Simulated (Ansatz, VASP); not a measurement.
# CoO in VASP and in Ansatz

Contents of INCAR:

```
SYSTEM = CoO
PREC = Accurate ; ENCUT = 600
EDIFF = 1E-7 ; ISMEAR = 0
SIGMA = 0.1 ; LREAL = .FALSE.
LASPH = .TRUE. ; NELM = 150
ALGO = Normal ; ISIF = 3
LWAVE = .FALSE. ; LCHARG = .FALSE.
ISPIN = 2 ; MAGMOM = 3 3 0 0
LORBIT = 11 ; LMAXMIX = 4
GGA = PE ; IBRION = 2
NSW = 90 ; EDIFFG = -0.04
```

Contents of KPOINTS:

```
Automatic mesh
0
G
  6 6 6
  0 0 0
```

POSCAR

```
CoO
1.0
    1.5661459200      0.9042147700      4.5374429200
   -1.5661459200      0.9042147700      4.5374429200
    0.0000000000     -1.8084295400      4.5374429200
Co O
2 2
Direct
    0.2723464200      0.2723464200      0.2723464200
    0.7276535800      0.7276535800      0.7276535800
    0.5000000000      0.5000000000      0.5000000000
    0.0000000000      0.0000000000      0.0000000000
```

Input for Ansatz:

```yaml
crystal:
  lattice:
    - [1.56614592, 0.90421477, 4.53744292]
    - [-1.56614592, 0.90421477, 4.53744292]
    - [0.0, -1.80842954, 4.53744292]
  atoms:
    - { symbol: Co, position: [0.27234642, 0.27234642, 0.27234642], spin: 3.0 }
    - { symbol: Co, position: [0.72765358, 0.72765358, 0.72765358], spin: 3.0 }
    - { symbol: O, position: [0.5, 0.5, 0.5] }
    - { symbol: O, position: [0.0, 0.0, 0.0] }
basis:
  ecutwfc: 420
kpoints:
  mp_grid: { grid: [6, 6, 6] }
hamiltonian:
  xc: pbe
scf:
  occupations: { method: gaussian, width: 0.1 }
  lower_state_search: "off"
output:
  forces: true
  stress: true
  eigenvalues: true
  populations: true
magnetization:
  spin_polarized: true
relax:
  adjacent_minimum: "off"
  f_tol: 0.04
  max_steps: 70
  cell: { stress_tol: 0.4 }
```

Alike in both runs: task relaxation of cell and atoms; functional PBE; k mesh 6 × 6 × 6; occupations gaussian, width 0.1 eV; collinear spin.

```csv
,VASP,Ansatz
version,VASP 6.6.1,Ansatz 0.2.0
potentials or method,"VASP PAW PBE potentials, release 64 (Co, O), cutoff 600 eV","scalar-relativistic, plane waves, PAW"
valence electrons in the cell,30,46
```

```csv
,VASP,Ansatz,Ansatz less VASP
"gap on the k mesh at the Fermi level, each at its own relaxed structure (eV)",none,none,-
net moment per atom (μB),1.38,1.40,+0.025
size of the moment on the site where the two differ most (μB),2.45,2.40,-0.045
relaxed volume (Å³/atom),9.41,9.47,+0.055
relaxed cell length with the largest relative difference (Å),4.912,4.908,-0.0037
```

Site moments also hang on the region over which each program counts them. A gap of «none» marks a metal or a gap that the smearing closes. VASP's potentials hold 30 valence electrons a cell and Ansatz's 46, so a difference there can come from the potentials and not from the codes.

The k mesh is coarse, so the values compare programs but aren't converged.
